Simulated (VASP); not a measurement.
**NaF: single point with PBEsol**

The system is NaF.

```
Na F
1.0
    -0.11108    2.26911    2.26911
     2.26911   -0.11108    2.26911
     2.26911    2.26911   -0.11108
Na F
1 1
Direct
  0.00000 0.00000 0.00000
  0.50000 0.50000 0.50000
```

This cell differs from its parent crystal: ratio of the length along [111] to the lengths across it x 0.93, volume and fractional coordinates fixed.

```json
{
 "Program": "VASP 6.6.1",
 "Task": "single point",
 "Functional": "PBEsol",
 "Potentials or basis": "VASP PAW PBE potentials, release 64 (Na_pv, F)",
 "Cutoff": "520 eV",
 "k mesh": "10 × 10 × 10",
 "Occupations": "gaussian, width 0.05 eV",
 "Spin": "no spin polarisation",
 "Dipole correction": "no",
 "Further INCAR settings": "ALGO = Normal; EDIFF = 1e-07; NBANDS = 14"
}
```

```yaml
Pressure: -0.6 GPa
Band_gap_on_the_k_mesh: 5.98 eV, direct
```

Stress tensor (GPa, compression positive):
```
-0.62  1.12  1.12
 1.12 -0.62  1.12
 1.12  1.12 -0.62
```

Levels at points of the mesh, in eV from the valence-band top:
```tsv
k point	band 3	band 4	band 5	band 6	band 7	band 8	band 9	band 10	band 11	band 12
(0.00, 0.00, 0.00)	-18.94	-18.94	-0.18	-0.18	0.00	5.98	18.08	18.08	19.95	21.26
(0.50, 0.00, 0.00)	-18.95	-18.17	-1.74	-0.39	-0.26	10.41	11.93	19.58	20.57	21.95
(0.50, 0.50, 0.00)	-18.99	-18.91	-1.41	-0.63	-0.42	12.78	12.80	13.47	18.82	20.04
(0.50, 0.50, 0.50)	-18.96	-18.21	-1.67	-0.50	-0.50	10.49	12.74	18.99	18.99	22.27
```

Run time: 9.2 s on 1 thread of Intel(R) Xeon(R) 6975P-C (Granite Rapids) (shared host), peak memory 0.15 GiB.

Caveat: the PAW data sets were made with another functional, which shifts forces and pressure a little. A k mesh can miss the band edges.
